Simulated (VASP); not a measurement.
Runs of VASP 6.6.1 on Al. The structure is that of space group Im-3m (No. 229), or close to it. The cells are those of the table. This isn't the form of Al at room conditions, which is fcc.

```csv
task,cell,gap on the mesh (eV),pressure (GPa)
relaxation of cell and atoms,"relaxed from a = 2.780 Å, angles 109.5°, 1 atom",none,0.0
single point,"a = 2.782 Å, angles 109.5°, 1 atom",none,0.1
single point,"a = 2.683 Å, angles 109.5°, 1 atom",none,(a)
relaxation of cell and atoms,"relaxed to 10 GPa from a = 2.780 Å, angles 109.5°, 1 atom",none,10.0
relaxation of cell and atoms,"relaxed to 30 GPa from a = 2.780 Å, angles 109.5°, 1 atom",none,30.0
relaxation of cell and atoms,"relaxed to 20 GPa from a = 2.780 Å, angles 109.5°, 1 atom",none,19.9
single point,"a = 2.615 Å, angles 109.5°, 1 atom",none,20.1
single point,"a = 2.564 Å, angles 109.5°, 1 atom",none,30.2
```

Alike in all rows: level PBEsol; potentials or basis VASP PAW PBE potentials, release 64 (Al); no spin polarisation; k mesh 9 × 9 × 9; cutoff (eV) 500; smearing fermi-dirac 0.1 eV.

**Question.** Estimate the missing entries.

**Answer.** (a) 10.1.

Caveats: the PAW data sets were made with another functional, which shifts forces and pressure a little; the cell stands under pressure (at least some runs); the cell is relaxed towards a set pressure, so the run minimises the enthalpy, not the energy (at least some runs).

A gap of «none» marks levels without a gap at the run's occupations.
